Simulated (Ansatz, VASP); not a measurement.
PbSe: VASP beside Ansatz

```
CELL_PARAMETERS angstrom
0.00000 3.10868 3.10868
3.10868 0.00000 3.10868
3.10868 3.10868 0.00000
ATOMIC_POSITIONS crystal
Pb 0.00000 0.00000 0.00000
Se 0.50000 0.50000 0.50000
```

Alike in both runs: task single point; functional PBE; k mesh 6 × 6 × 6; no spin polarisation.

```csv
,VASP,Ansatz
version,VASP 6.6.1,Ansatz 0.2.0
potentials or method,"VASP PAW PBE potentials, release 64 (Pb_d, Se)","plane waves, PAW"
plane-wave cutoff (eV),520,420
occupations,"gaussian, width 0.01 eV",fixed
valence electrons in the cell,20,30
```

```tsv
	VASP	Ansatz	Ansatz less VASP
gap on the k mesh at the Fermi level (eV)	0.44	0.43	-0.005
pressure (GPa)	0.0	0.0	+0.02
```

VASP's potentials hold 20 valence electrons a cell and Ansatz's 30, so a difference there can come from the potentials and not from the codes.

Neither program's run includes spin-orbit coupling.
